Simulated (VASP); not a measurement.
# IrW3 (P4/mmm) in VASP: single point with PBE

Aim: the single point of IrW3 with PBE.

Everything below comes from runs of VASP 6.6.1. Logs are shortened: lines on timing, memory, paths and dates and some standing lists are left out, and cuts for length are marked.

## Step 1: The cell of the first run

Symmetry: P4/mmm, No. 123, tetragonal system. The conventional cell has a = 3.706 Å, b = 3.706 Å, c = 4.970 Å, α = 90.00°, β = 90.00°, γ = 90.00°. Within 3.3 Å of Ir (site symmetry 4/mmm) lie 10 W at 2.48 to 2.86 Å. Within 3.0 Å of W (site symmetry 4mm) lie 6 W at 2.31 to 2.94 Å and 4 Ir at 2.86 Å. Within 3.3 Å of W (site symmetry 4/mmm) lie 2 Ir at 2.48 Å and 8 W at 2.94 Å.

## Step 2: Single point, PBE

Input file INCAR:

```
PREC     = Accurate       # precision mode
ENCUT    = 520            # plane-wave cutoff, eV
EDIFF    = 1E-6           # SCF threshold, eV
ISMEAR   = 0              # smearing method
SIGMA    = 0.1            # smearing width, eV
LREAL    = F              # projectors in reciprocal space
LASPH    = T              # aspherical terms in the spheres
NELM     = 100            # most SCF steps
ALGO     = Normal         # electronic algorithm
ISIF     = 2              # what is computed and relaxed
LWAVE    = F              # write WAVECAR
LCHARG   = F              # write CHGCAR
GGA      = PE             # functional
NBANDS   = 34             # bands
```

Input file KPOINTS:

```
regular mesh
0
Gamma
  6 6 4
```

Input file POSCAR:

```
IrW3
1.0
    3.7057880500      0.0000000000      0.0000000000
    0.0000000000      3.7057880500      0.0000000000
    0.0000000000      0.0000000000      4.9697122000
Ir W
1 3
Direct
    0.0000000000      0.0000000000      0.0000000000
    0.5000000000      0.5000000000      0.2319584400
    0.5000000000      0.5000000000      0.7680415600
    0.0000000000      0.0000000000      0.5000000000
```

Potentials or basis: VASP PAW PBE potentials, release 64 (Ir, W_sv).

Run with:

```bash
cat potpaw_PBE.64/Ir/POTCAR potpaw_PBE.64/W_sv/POTCAR > POTCAR
mpirun -np 1 vasp_std > vasp.out
```

OUTCAR:

```text
PREC = Accurate
   ENCUT = 520
   EDIFF = 1E-6
   ISMEAR = 0
   LREAL = F
   LASPH = T
   NELM = 100
   ISIF = 2
   GGA = PE

 ion  position               nearest neighbor table
   1  0.000  0.000  0.000-   4 2.48   4 2.48   2 2.86   3 2.86   2 2.86   3 2.86   2 2.86   3 2.86
                             2 2.86   3 2.86
   2  0.500  0.500  0.232-   3 2.31   3 2.66   1 2.86   1 2.86   1 2.86   1 2.86   4 2.94   4 2.94
                             4 2.94   4 2.94
   3  0.500  0.500  0.768-   2 2.31   2 2.66   1 2.86   1 2.86   1 2.86   1 2.86   4 2.94   4 2.94
                             4 2.94   4 2.94
   4  0.000  0.000  0.500-   1 2.48   1 2.48   3 2.94   2 2.94   2 2.94   3 2.94   2 2.94   3 2.94
                             2 2.94   3 2.94

  LATTYP: Found a simple tetragonal cell.
 ALAT       =     3.7057880500
 C/A-ratio  =     1.3410675767

  Lattice vectors:

 A1 = (   3.7057880500,   0.0000000000,   0.0000000000)
 A2 = (   0.0000000000,   3.7057880500,   0.0000000000)
 A3 = (   0.0000000000,   0.0000000000,   4.9697122000)

Analysis of symmetry for initial positions (statically):
=====================================================================
 Subroutine PRICEL returns:
 Original cell was already a primitive cell.

 Routine SETGRP: Setting up the symmetry group for a
 simple tetragonal supercell.

 Subroutine GETGRP returns: Found 16 space group operations
 (whereof 16 operations were pure point group operations)
 out of a pool of 16 trial point group operations.

The static configuration has the point symmetry D_4h.

Analysis of symmetry for dynamics (positions and initial velocities):
=====================================================================
 Subroutine PRICEL returns:
 Original cell was already a primitive cell.

 Routine SETGRP: Setting up the symmetry group for a
 simple tetragonal supercell.

 Subroutine GETGRP returns: Found 16 space group operations
 (whereof 16 operations were pure point group operations)
 out of a pool of 16 trial point group operations.

The dynamic configuration has the point symmetry D_4h.

 Subroutine INISYM returns: Found 16 space group operations
 (whereof 16 operations are pure point group operations),
 and found     1 'primitive' translations

----------------------------------------------------------------------------------------

                                     Primitive cell

  volume of cell :      68.2484

  direct lattice vectors                    reciprocal lattice vectors
     3.705788050  0.000000000  0.000000000     0.269848137  0.000000000  0.000000000
     0.000000000  3.705788050  0.000000000     0.000000000  0.269848137  0.000000000
     0.000000000  0.000000000  4.969712200     0.000000000  0.000000000  0.201218896

  length of vectors
     3.705788050  3.705788050  4.969712200     0.269848137  0.269848137  0.201218896

  position of ions in fractional coordinates (direct lattice)
     0.000000000  0.000000000  0.000000000
     0.500000000  0.500000000  0.231958440
     0.500000000  0.500000000  0.768041560
     0.000000000  0.000000000  0.500000000

  ion indices of the primitive-cell ions
   primitive index   ion index
                 1           1
                 2           2
                 3           3
                 4           4

----------------------------------------------------------------------------------------

 KPOINTS: regular mesh

Automatic generation of k-mesh.
 Grid dimensions read from file:
 generate k-points for:    6    6    4

 Generating k-lattice:

  Cartesian coordinates                     Fractional coordinates (reciprocal lattice)
     0.044974689  0.000000000  0.000000000     0.166666667  0.000000000  0.000000000
     0.000000000  0.044974689  0.000000000     0.000000000  0.166666667  0.000000000
     0.000000000  0.000000000  0.050304724     0.000000000  0.000000000  0.250000000

  Length of vectors
     0.044974689  0.044974689  0.050304724

  Shift w.r.t. Gamma in fractional coordinates (k-lattice)
     0.000000000  0.000000000  0.000000000

 Subroutine IBZKPT returns following result:
 ===========================================

 Found     30 irreducible k-points:

 Following reciprocal coordinates:
            Coordinates               Weight
  0.000000  0.000000  0.000000      1.000000
  0.166667  0.000000  0.000000      4.000000
  0.333333  0.000000  0.000000      4.000000
  0.500000  0.000000  0.000000      2.000000
  0.166667  0.166667  0.000000      4.000000
  0.333333  0.166667  0.000000      8.000000
[... 16 lines left out ...]
  0.333333  0.000000  0.500000      4.000000
  0.500000  0.000000  0.500000      2.000000
 [... further k-points ...]
   k-points           NKPTS =     30   k-points in BZ     NKDIM =     30   number of bands    NBANDS=     34
   number of dos      NEDOS =    301   number of ions     NIONS =      4
   total plane-waves  NPLWV =  31360
   dimension x,y,z NGX =    28 NGY =   28 NGZ =   40
   dimension x,y,z NGXF=    56 NGYF=   56 NGZF=   80
   ions per type =               1   3
   NGX,Y,Z   is equivalent  to a cutoff of  12.56, 12.56, 13.38 a.u.
   NGXF,Y,Z  is equivalent  to a cutoff of  25.12, 25.12, 26.76 a.u.
 SYSTEM =  unknown system
   PREC   = accura    normal or accurate (medium, high low for compatibility)
   ISTART =      0    job   : 0-new  1-cont  2-samecut
   ICHARG =      2    charge: 1-file 2-atom 10-const
   ISPIN  =      1    spin polarized calculation?
   LNONCOLLINEAR =      F non collinear calculations
   LSORBIT =      F    spin-orbit coupling
   LASPH  =      T    aspherical Exc in radial PAW
   ENCUT  =  520.0 eV  38.22 Ry    6.18 a.u.   6.89  6.89  9.24*2*pi/ulx,y,z
   NELM   =    100;   NELMIN=  2; NELMDL= -5     # of ELM steps
   EDIFF  = 0.1E-05   stopping-criterion for ELM
   LREAL  =      F    real-space projection
   EDIFFG = 0.1E-04   stopping-criterion for IOM
   NSW    =      0    number of steps for IOM
   IBRION =     -1    ionic relax: 0-MD 1-quasi-New 2-CG
   NFREE  =      0    steps in history (QN), initial steepest desc. (CG)
   ISIF   =      2    stress and relaxation
   ISYM   =      2    0-nonsym 1-usesym 2-fastsym
   POTIM  = 0.5000    time-step for ionic-motion
   TEBEG  =    0.0;   TEEND  =   0.0 temperature during run
   PSTRESS=    0.0 pullay stress
   NELECT =      51.0000    total number of electrons
   NUPDOWN=      -1.0000    fix difference up-down
   EMIN   =  10.00;   EMAX   =-10.00  energy-range for DOS
   EFERMI =   0.00;   METHOD = LEGACY
   ISMEAR =     0;   SIGMA  =   0.10  broadening in eV -4-tet -1-fermi 0-gaus
   EFERMI_NEDOS =   21; number of points for ismear=-14 and -15
   IALGO  =     38    algorithm
   IMIX   =      4    mixing-type and parameters
     AMIX     =   0.40;   BMIX     =  1.00
     AMIX_MAG =   1.60;   BMIX_MAG =  1.00
  volume/ion in A,a.u.               =      17.06       115.14
  Fermi-wavevector in a.u.,A,eV,Ry     =   1.485596  2.807370 30.028002  2.206996
  Thomas-Fermi vector in A             =   2.598988
   LORBIT       =      0    0 simple, 1 ext, 2 COOP (PROOUT), +10 PAW based schemes
   GGA     = PE    functional components
   LHFCALC =     F    Hartree Fock is set to
   AEXX    =    0.0000 exact exchange contribution
   IVDW    =     0    specifies the selected vdW correction
   LEPSILON=     F    determine dielectric tensor
   LRPA    =     F    only Hartree local field effects (RPA)
 non-spin polarized calculation
 Gauss-broadening in eV      SIGMA  =   0.10
  energy-cutoff  :      520.00
  volume of cell :       68.25
 maximum number of plane-waves:      1860
 NGX is ok and might be reduce to    28
   NGX = 13   NGY = 13   NGZ = 19

 number of electron      50.9999996 magnetization

 Free energy of the ion-electron system (eV)
  ---------------------------------------------------
  ext. energy  EPLUGINS =         0.00000000
  ---------------------------------------------------
  free energy    TOTEN  =       -44.43295603 eV

  energy without entropy =      -44.40788236  energy(sigma->0) =      -44.42041919

 E-fermi :   9.8404     XC(G=0): -13.0569

 val. band max:        9.8403483504   @ k =   0.3333   0.1667   0.2500
 cond. band min:       9.8449915975   @ k =   0.5000   0.3333   0.2500
 fundamental gap:      0.0046432471
 Fermi energy:         9.8403582668

 k-point     1 :       0.0000    0.0000    0.0000
  band No.  band energies     occupation
      1     -64.5911      2.00000
      2     -64.4840      2.00000
      3     -64.3291      2.00000
      4     -29.7801      2.00000
      5     -28.9819      2.00000
      6     -28.9819      2.00000
[... 26 lines left out ...]
     33      13.9605      0.00000
     34      14.4628      0.00000

 k-point     2 :       0.1667    0.0000    0.0000
  band No.  band energies     occupation
      1     -64.5882      2.00000
      2     -64.4864      2.00000
      3     -64.3290      2.00000
      4     -29.7865      2.00000
      5     -28.9646      2.00000
      6     -28.9574      2.00000
[... 26 lines left out ...]
     33      14.1744      0.00000
     34      14.3058      0.00000

 k-point     3 :       0.3333    0.0000    0.0000
  band No.  band energies     occupation
      1     -64.5821      2.00000
      2     -64.4917      2.00000
      3     -64.3287      2.00000
      4     -29.7988      2.00000
      5     -28.9222      2.00000
      6     -28.8955      2.00000
[... 26 lines left out ...]
     33      13.6375      0.00000
     34      13.9470      0.00000
[... 704 lines left out ...]
 k-point    23 :       0.3333    0.0000    0.5000
  band No.  band energies     occupation
      1     -64.5395      2.00000
      2     -64.4949      2.00000
      3     -64.3671      2.00000
      4     -29.2810      2.00000
      5     -28.9640      2.00000
      6     -28.8030      2.00000
[... 26 lines left out ...]
     33      13.0504      0.00000
     34      13.9391      0.00000

 k-point    24 :       0.5000    0.0000    0.5000
  band No.  band energies     occupation
      1     -64.5392      2.00000
      2     -64.4926      2.00000
      3     -64.3691      2.00000
      4     -29.2765      2.00000
      5     -28.9973      2.00000
      6     -28.7880      2.00000
[... 26 lines left out ...]
     33      12.2220      0.00000
     34      12.6385      0.00000

 [... further k-points ...]
[... 5 lines left out ...]
  --------------------------------------------------------------------------------------
  -------------------------------------------------------------------------------------
  Total       -8.1119391     -8.1119391     21.8469611      0.0000000      0.0000000     -0.0000000
  in kB     -190.4332903   -190.4332903    512.8722785      0.0000000      0.0000000     -0.0000000
  external PRESSURE =      44.0018993 kB  Pullay stress =       0.0000000 kB

 VOLUME and BASIS-vectors are now :
 -----------------------------------------------------------------------------
  energy-cutoff  :      520.00
  volume of cell :       68.25
      direct lattice vectors                 reciprocal lattice vectors
     3.705788050  0.000000000  0.000000000     0.269848137  0.000000000  0.000000000
     0.000000000  3.705788050  0.000000000     0.000000000  0.269848137  0.000000000
     0.000000000  0.000000000  4.969712200     0.000000000  0.000000000  0.201218896

 POSITION                                       TOTAL-FORCE (eV/Angst)
 -----------------------------------------------------------------------------------
      0.00000      0.00000      0.00000         0.000000      0.000000      0.000000
      1.85289      1.85289      1.15277         0.000000     -0.000000      3.954204
      1.85289      1.85289      3.81695         0.000000      0.000000     -3.954204
      0.00000      0.00000      2.48486         0.000000      0.000000      0.000000
 -----------------------------------------------------------------------------------
    total drift:                                0.000000      0.000000      0.000000

  FREE ENERGIE OF THE ION-ELECTRON SYSTEM (eV)
  ---------------------------------------------------
  free  energy   TOTEN  =       -44.4329560314 eV

  energy  without entropy=      -44.4078823564  energy(sigma->0) =      -44.42041919
```

Run time: 76 s. Hardware: 1 thread of Intel Xeon 6975P-C, shared host; peak memory 0.21 GiB.

Results:

| Item | Value |
| --- | --- |
| Free energy | -44.4330 eV |
| Pressure | 4.4 GPa |
| Largest force | 3.954 eV/Å |

Forces in eV/Å, atoms in the order of the input:
```
Ir   0.000  0.000  0.000
W    0.000  0.000  3.954
W    0.000  0.000 -3.954
W    0.000  0.000  0.000
```

Stress tensor (GPa, compression positive):
```
-19.04   0.00   0.00
  0.00 -19.04   0.00
  0.00   0.00  51.29
```

Caveat: spin-orbit coupling is left out, which moves the levels of the heavy elements; forces of over 1 eV/Å act on the atoms, so gaps and moduli don't describe the material at rest.
